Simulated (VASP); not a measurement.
# LuBeSi4 (P-3m1) in VASP: relaxation of cell and atoms with PBE

Aim: the relaxation of cell and atoms of LuBeSi4 with PBE.

All numbers are computed with VASP 6.6.1; they aren't measurements. Logs are shortened: lines on timing, memory, paths and dates and some standing lists are left out, and cuts for length are marked.

## (1) The cell of the first run

Symmetry: P-3m1, No. 164, trigonal system. The conventional cell has a = 3.056 Å, b = 3.056 Å, c = 11.721 Å, α = 90.00°, β = 90.00°, γ = 120.00°. Lu (site symmetry -3m) has 6 Si at 2.96 Å and 6 Lu at 3.06 Å within 3.9 Å. Be (site symmetry -3m) has 6 Si at 2.41 Å and 6 Be at 3.06 Å within 3.2 Å. Si (site symmetry 3m) has 9 Si at 2.55 to 3.06 Å and 3 Lu at 2.96 Å within 3.4 Å. Si (site symmetry 3m) has 3 Be at 2.41 Å and 9 Si at 2.55 to 3.06 Å within 3.2 Å.

The cell was generated, and may not be a known phase.

## (2) Relaxation of cell and atoms, PBE

The input, INCAR:

```
SYSTEM = LuBeSi4
PREC = Accurate
ENCUT = 600
EDIFF = 1E-7
ISMEAR = 0
SIGMA = 0.1
LREAL = .False.
LASPH = .True.
NELM = 100
ALGO = Normal
ISIF = 3
LWAVE = .False.
LCHARG = .False.
GGA = PE
IBRION = 2
NSW = 100
EDIFFG = -0.01
```

The input, KPOINTS:

```
regular mesh
0
Gamma
  12 12 4
  0 0 0
```

The input, POSCAR:

```
LuBeSi4
1.0
    3.0564335280      0.0000000000      0.0000000000
   -1.5282167640      2.6469490802      0.0000000000
    0.0000000000      0.0000000000     11.7214834383
Lu Be Si
1 1 4
Direct
    0.0000000000      0.0000000000      0.0000000000
    0.0000000000      0.0000000000      0.5000000000
    0.6666666667      0.3333333333      0.7973053076
    0.6666666667      0.3333333333      0.3597927144
    0.3333333333      0.6666666667      0.6402072856
    0.3333333333      0.6666666667      0.2026946924
```

Potentials or basis: VASP PAW PBE potentials, release 64 (Lu, Be, Si).

Run with:

```sh
$ cat potpaw_PBE.64/Lu/POTCAR potpaw_PBE.64/Be/POTCAR potpaw_PBE.64/Si/POTCAR > POTCAR
$ mpirun -np 1 vasp_std > vasp.out
```

OUTCAR:

```text
SYSTEM = LuBeSi4
   PREC = Accurate
   ENCUT = 600
   EDIFF = 1E-7
   ISMEAR = 0
   LREAL = .False.
   LASPH = .True.
   NELM = 100
   ISIF = 3
   GGA = PE
   IBRION = 2
   NSW = 100
   EDIFFG = -0.01

 ion  position               nearest neighbor table
   1  0.000  0.000  0.000-   3 2.96   6 2.96   6 2.96   3 2.96   3 2.96   6 2.96
   2  0.000  0.000  0.500-   4 2.41   5 2.41   5 2.41   4 2.41   4 2.41   5 2.41
   3  0.667  0.333  0.797-   5 2.55   5 2.55   5 2.55   1 2.96   1 2.96   1 2.96
   4  0.667  0.333  0.360-   2 2.41   2 2.41   2 2.41   6 2.55   6 2.55   6 2.55
   5  0.333  0.667  0.640-   2 2.41   2 2.41   2 2.41   3 2.55   3 2.55   3 2.55
   6  0.333  0.667  0.203-   4 2.55   4 2.55   4 2.55   1 2.96   1 2.96   1 2.96

  LATTYP: Found a hexagonal cell.
 ALAT       =     3.0564335280
 C/A-ratio  =     3.8350199116

  Lattice vectors:

 A1 = (   3.0564335280,   0.0000000000,   0.0000000000)
 A2 = (  -1.5282167640,   2.6469490802,   0.0000000000)
 A3 = (   0.0000000000,   0.0000000000,  11.7214834383)

Analysis of symmetry for initial positions (statically):
=====================================================================
 Subroutine PRICEL returns:
 Original cell was already a primitive cell.

 Routine SETGRP: Setting up the symmetry group for a
 hexagonal supercell.

 Subroutine GETGRP returns: Found 12 space group operations
 (whereof 12 operations were pure point group operations)
 out of a pool of 24 trial point group operations.

The static configuration has the point symmetry D_3d.

Analysis of symmetry for dynamics (positions and initial velocities):
=====================================================================
 Subroutine PRICEL returns:
 Original cell was already a primitive cell.

 Routine SETGRP: Setting up the symmetry group for a
 hexagonal supercell.

 Subroutine GETGRP returns: Found 12 space group operations
 (whereof 12 operations were pure point group operations)
 out of a pool of 24 trial point group operations.

The dynamic configuration has the point symmetry D_3d.

 Subroutine INISYM returns: Found 12 space group operations
 (whereof 12 operations are pure point group operations),
 and found     1 'primitive' translations

----------------------------------------------------------------------------------------

                                     Primitive cell

  volume of cell :      94.8294

  direct lattice vectors                    reciprocal lattice vectors
     3.056433528  0.000000000  0.000000000     0.327178717  0.188896720  0.000000000
    -1.528216764  2.646949080  0.000000000     0.000000000  0.377793441  0.000000000
     0.000000000  0.000000000 11.721483438     0.000000000  0.000000000  0.085313434

  length of vectors
     3.056433528  3.056433528 11.721483438     0.377793441  0.377793441  0.085313434

  position of ions in fractional coordinates (direct lattice)
     0.000000000  0.000000000  0.000000000
     0.000000000  0.000000000  0.500000000
     0.666666667  0.333333333  0.797305308
     0.666666667  0.333333333  0.359792714
     0.333333333  0.666666667  0.640207286
     0.333333333  0.666666667  0.202694692

  ion indices of the primitive-cell ions
   primitive index   ion index
                 1           1
                 2           2
                 3           3
                 4           4
                 5           5
                 6           6

----------------------------------------------------------------------------------------

 KPOINTS: regular mesh

Automatic generation of k-mesh.
 Grid dimensions read from file:
 generate k-points for:   12   12    4

 Generating k-lattice:

  Cartesian coordinates                     Fractional coordinates (reciprocal lattice)
     0.027264893  0.015741393  0.000000000     0.083333333  0.000000000  0.000000000
     0.000000000  0.031482787  0.000000000     0.000000000  0.083333333  0.000000000
     0.000000000  0.000000000  0.021328358     0.000000000  0.000000000  0.250000000

  Length of vectors
     0.031482787  0.031482787  0.021328358

  Shift w.r.t. Gamma in fractional coordinates (k-lattice)
     0.000000000  0.000000000  0.000000000

 Subroutine IBZKPT returns following result:
 ===========================================

 Found     69 irreducible k-points:

 Following reciprocal coordinates:
            Coordinates               Weight
  0.000000  0.000000  0.000000      1.000000
  0.083333 -0.000000  0.000000      6.000000
  0.166667  0.000000  0.000000      6.000000
  0.250000  0.000000  0.000000      6.000000
  0.333333 -0.000000  0.000000      6.000000
  0.416667 -0.000000  0.000000      6.000000
[... 16 lines left out ...]
  0.166667  0.000000  0.250000      6.000000
  0.000000  0.166667  0.250000      6.000000
 [... further k-points ...]
   k-points           NKPTS =     69   k-points in BZ     NKDIM =     69   number of bands    NBANDS=     25
   number of dos      NEDOS =    301   number of ions     NIONS =      6
   total plane-waves  NPLWV =  55296
   dimension x,y,z NGX =    24 NGY =   24 NGZ =   96
   dimension x,y,z NGXF=    48 NGYF=   48 NGZF=  192
   ions per type =               1   1   4
   NGX,Y,Z   is equivalent  to a cutoff of  13.05, 13.05, 13.62 a.u.
   NGXF,Y,Z  is equivalent  to a cutoff of  26.11, 26.11, 27.23 a.u.
 SYSTEM =  LuBeSi4
   PREC   = accura    normal or accurate (medium, high low for compatibility)
   ISTART =      0    job   : 0-new  1-cont  2-samecut
   ICHARG =      2    charge: 1-file 2-atom 10-const
   ISPIN  =      1    spin polarized calculation?
   LNONCOLLINEAR =      F non collinear calculations
   LSORBIT =      F    spin-orbit coupling
   LASPH  =      T    aspherical Exc in radial PAW
   ENCUT  =  600.0 eV  44.10 Ry    6.64 a.u.   6.10  6.10 23.41*2*pi/ulx,y,z
   NELM   =    100;   NELMIN=  2; NELMDL= -5     # of ELM steps
   EDIFF  = 0.1E-06   stopping-criterion for ELM
   LREAL  =      F    real-space projection
   EDIFFG = -.1E-01   stopping-criterion for IOM
   NSW    =    100    number of steps for IOM
   IBRION =      2    ionic relax: 0-MD 1-quasi-New 2-CG
   NFREE  =      1    steps in history (QN), initial steepest desc. (CG)
   ISIF   =      3    stress and relaxation
   ISYM   =      2    0-nonsym 1-usesym 2-fastsym
   POTIM  = 0.5000    time-step for ionic-motion
   TEBEG  =    0.0;   TEEND  =   0.0 temperature during run
   PSTRESS=    0.0 pullay stress
   NELECT =      43.0000    total number of electrons
   NUPDOWN=      -1.0000    fix difference up-down
   EMIN   =  10.00;   EMAX   =-10.00  energy-range for DOS
   EFERMI =   0.00;   METHOD = LEGACY
   ISMEAR =     0;   SIGMA  =   0.10  broadening in eV -4-tet -1-fermi 0-gaus
   EFERMI_NEDOS =   21; number of points for ismear=-14 and -15
   IALGO  =     38    algorithm
   IMIX   =      4    mixing-type and parameters
     AMIX     =   0.40;   BMIX     =  1.00
     AMIX_MAG =   1.60;   BMIX_MAG =  1.00
  volume/ion in A,a.u.               =      15.80       106.66
  Fermi-wavevector in a.u.,A,eV,Ry     =   1.257718  2.376742 21.522438  1.581855
  Thomas-Fermi vector in A             =   2.391363
   LORBIT       =      0    0 simple, 1 ext, 2 COOP (PROOUT), +10 PAW based schemes
   GGA     = PE    functional components
   LHFCALC =     F    Hartree Fock is set to
   AEXX    =    0.0000 exact exchange contribution
   IVDW    =     0    specifies the selected vdW correction
   LEPSILON=     F    determine dielectric tensor
   LRPA    =     F    only Hartree local field effects (RPA)
 conjugate gradient relaxation of ions
 non-spin polarized calculation
 Gauss-broadening in eV      SIGMA  =   0.10
  energy-cutoff  :      600.00
  volume of cell :       94.83
 maximum number of plane-waves:      3216
   NGX = 13   NGY = 13   NGZ = 47

--------------------------------------- Ionic step        1  -------------------------------------------

 number of electron      43.0000009 magnetization

 Free energy of the ion-electron system (eV)
  ---------------------------------------------------
  ext. energy  EPLUGINS =         0.00000000
  ---------------------------------------------------
  free energy    TOTEN  =       -28.24555390 eV

  energy without entropy =      -28.22939152  energy(sigma->0) =      -28.23747271

------------------------ aborting loop because EDIFF is reached ----------------------------------------

  FORCE on cell =-STRESS in cart. coord.  units (eV):
  Direction    XX          YY          ZZ          XY          YZ          ZX
  --------------------------------------------------------------------------------------
  -------------------------------------------------------------------------------------
  Total        1.2833324      1.2833324     -1.2824468     -0.0000000      0.0000000     -0.0000000
  in kB       21.6823634     21.6823634    -21.6674005     -0.0000000      0.0000000     -0.0000000
  external PRESSURE =       7.2324421 kB  Pullay stress =       0.0000000 kB
[... 101 lines left out ...]
  FREE ENERGIE OF THE ION-ELECTRON SYSTEM (eV)
  ---------------------------------------------------
  free  energy   TOTEN  =       -28.2859473988 eV

  energy  without entropy=      -28.2718308700  energy(sigma->0) =      -28.27888913

[... ionic steps 4 to 7 ...]

--------------------------------------- Ionic step        8  -------------------------------------------

 number of electron      42.9999996 magnetization

------------------------ aborting loop because EDIFF is reached ----------------------------------------
[... 75 lines left out ...]
--------------------------------------- Ionic step       10  -------------------------------------------

 number of electron      42.9999995 magnetization

 Free energy of the ion-electron system (eV)
  ---------------------------------------------------
  ext. energy  EPLUGINS =         0.00000000
  ---------------------------------------------------
  free energy    TOTEN  =       -28.28961448 eV

  energy without entropy =      -28.27268303  energy(sigma->0) =      -28.28114875

 E-fermi :   6.8770     XC(G=0): -10.9214

 val. band max:        6.8706569227   @ k =   0.2500   0.0833   0.2500
 cond. band min:       6.8985954214   @ k =   0.3333   0.0833   0.5000
 fundamental gap:      0.0279384987
 Fermi energy:         6.8770217929

 k-point     1 :       0.0000    0.0000    0.0000
  band No.  band energies     occupation
      1     -48.7075      2.00000
      2     -19.5243      2.00000
      3     -18.9369      2.00000
      4     -18.9369      2.00000
      5      -5.7359      2.00000
      6      -5.2616      2.00000
[... 661 lines left out ...]
     24       9.7031      0.00000
     25      10.4520      0.00000

 [... further k-points ...]

------------------------ aborting loop because EDIFF is reached ----------------------------------------

  FORCE on cell =-STRESS in cart. coord.  units (eV):
  Direction    XX          YY          ZZ          XY          YZ          ZX
  --------------------------------------------------------------------------------------
  -------------------------------------------------------------------------------------
  Total       -0.0094558     -0.0094558      0.0061494      0.0000000     -0.0000000      0.0000000
  in kB       -0.1567926     -0.1567926      0.1019668      0.0000000     -0.0000000      0.0000000
  external PRESSURE =      -0.0705394 kB  Pullay stress =       0.0000000 kB
[... 21 lines left out ...]
  FREE ENERGIE OF THE ION-ELECTRON SYSTEM (eV)
  ---------------------------------------------------
  free  energy   TOTEN  =       -28.2896144802 eV

  energy  without entropy=      -28.2726830266  energy(sigma->0) =      -28.28114875

 reached required accuracy - stopping structural energy minimisation
```

Run time: 12 min. Hardware: 1 thread of Intel Xeon 6975P-C (Granite Rapids), shared host; peak memory 0.38 GiB.

What came out:

```yaml
Free_energy: -28.2896 eV
Relaxed_volume: 16.10 Å³/atom
Relaxed_cell: a = 3.120 Å, b = 3.120 Å, c = 11.464 Å, α = 90.00°, β = 90.00°, γ = 120.00°
Space_group_after_relaxing_to_0.1_Å: P-3m1 (No. 164)
Energy_gained_by_relaxing: 7.3 meV/atom
Ionic_steps: 10
Pressure_after_relaxing: 0.0 GPa
Largest_force_after_relaxing: 0.009 eV/Å
```

Forces in eV/Å, atoms in the order of the input:
```
Lu   0.000  0.000  0.000
Be   0.000  0.000  0.000
Si   0.000  0.000  0.009
Si   0.000  0.000  0.004
Si   0.000  0.000 -0.004
Si   0.000  0.000 -0.009
```

The path:
| step | energy change (eV) | largest force (eV/Å) | pressure (GPa) | volume (Å³) |
| --- | --- | --- | --- | --- |
| 1 | 0.0000 | 0.0947 | 0.72 | 94.83 |
| 2 | -0.0312 | 0.1215 | 0.22 | 95.80 |
| 3 | -0.0404 | 0.1372 | -0.15 | 96.59 |
| 4 | -0.0405 | 0.1401 | -0.20 | 96.69 |
| 5 | -0.0424 | 0.0772 | 0.12 | 96.42 |
| 6 | -0.0427 | 0.0469 | 0.31 | 96.26 |
| 7 | -0.0437 | 0.0415 | -0.01 | 96.66 |
| 8 | -0.0437 | 0.0402 | -0.08 | 96.74 |
| 9 | -0.0440 | 0.0232 | -0.06 | 96.69 |
| 10 | -0.0441 | 0.0093 | -0.01 | 96.62 |

Final structure:
```yaml
crystal:
  lattice:
    - [3.11960, 0.00000, 0.00000]
    - [-1.55980, 2.70166, 0.00000]
    - [0.00000, 0.00000, 11.46447]
  atoms:
    - { symbol: Lu, position: [0.00000, 0.00000, 0.00000] }
    - { symbol: Be, position: [0.00000, 0.00000, 0.50000] }
    - { symbol: Si, position: [0.66667, 0.33333, 0.79440] }
    - { symbol: Si, position: [0.66667, 0.33333, 0.36163] }
    - { symbol: Si, position: [0.33333, 0.66667, 0.63837] }
    - { symbol: Si, position: [0.33333, 0.66667, 0.20560] }
```

Levels at points of the mesh, in eV from the Fermi level:
| k point | band 19 | band 20 | band 21 | band 22 | band 23 | band 24 |
| --- | --- | --- | --- | --- | --- | --- |
| (0.00, 0.00, 0.00) | 2.71 | 2.71 | 3.48 | 4.16 | 4.16 | 4.35 |
| (0.50, 0.00, 0.00) | -2.69 | -1.45 | -0.92 | 0.35 | 0.43 | 0.90 |
| (0.00, 0.00, 0.50) | 2.72 | 2.72 | 3.31 | 4.17 | 4.17 | 4.28 |
| (0.50, 0.00, 0.50) | -3.18 | -1.90 | -0.92 | 0.35 | 1.00 | 1.13 |

Caveat: the highest band is partly filled, so the run has too few bands; spin-orbit coupling is left out, which moves the levels of the heavy elements.
